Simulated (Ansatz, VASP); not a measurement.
**Two plane-wave programs on Y**

Contents of INCAR:

```
SYSTEM = Y
ALGO = Normal
EDIFF = 1E-7
EDIFFG = -0.001
ENCUT = 600
IBRION = 2
ISIF = 3
ISMEAR = -1
LASPH = .True.
LCHARG = .False.
LREAL = .False.
LWAVE = .False.
NELM = 60
NSW = 80
PREC = Accurate
SIGMA = 0.15
```

The input KPOINTS:

```
k-points
0
Gamma
  12 12 6
  0 0 0
```

Contents of POSCAR:

```
Y
1.0
    3.5482707490      0.0000000028      0.0000000000
   -1.7741353769      3.0728926067      0.0000000000
    0.0000000000      0.0000000000      5.4939439603
Y
2
Direct
    0.3333333333      0.6666666667      0.2500000000
    0.6666666667      0.3333333333      0.7500000000
```

Input for Ansatz:

```yaml
crystal:
  lattice:
    - [3.548270749, 2.8e-09, 0.0]
    - [-1.7741353769, 3.0728926067, 0.0]
    - [0.0, 0.0, 5.4939439603]
  atoms:
    - { symbol: "Y", position: [0.3333333333, 0.6666666667, 0.25] }
    - { symbol: "Y", position: [0.6666666667, 0.3333333333, 0.75] }
basis:
  ecutwfc: 600.0
kpoints:
  mp_grid: { grid: [12, 12, 6] }
hamiltonian:
  xc: lda
  pseudopotentials: { kind: paw, azcp: { folder: soft_1 } }
scf:
  occupations: { method: fermi_dirac, width: 0.15 }
output:
  forces: true
  stress: true
  eigenvalues: true
relax:
  adjacent_minimum: "off"
  f_tol: 0.001
  max_steps: 60
  cell: { stress_tol: 0.01 }
```

Alike in both runs: task relaxation of cell and atoms; functional LDA; k mesh 12 × 12 × 6; occupations fermi-dirac, width 0.15 eV; no spin polarisation.

|  | VASP | Ansatz |
| --- | --- | --- |
| version | VASP 6.6.1 | Ansatz 0.2.0 |
| potentials or method | VASP PAW LDA potentials, release 64 (Y_sv), cutoff 600 eV | scalar-relativistic, plane waves, PAW |
| valence electrons in the cell | 22 | 22 |

```csv
,VASP,Ansatz,Ansatz less VASP
"gap on the k mesh at the Fermi level, each at its own relaxed structure (eV)",none,none,-
relaxed volume (Å³/atom),29.98,30.08,+0.098
relaxed length of the cell vector where the two differ most in proportion (Å),3.534,3.538,+0.0043
```

Ansatz warns that its potentials were made for another functional, while VASP's fit it. LDA's correlation is that of Perdew and Zunger in VASP and of Perdew and Wang (1992) in Ansatz. A gap of «none» marks a metal or a gap that the smearing closes.
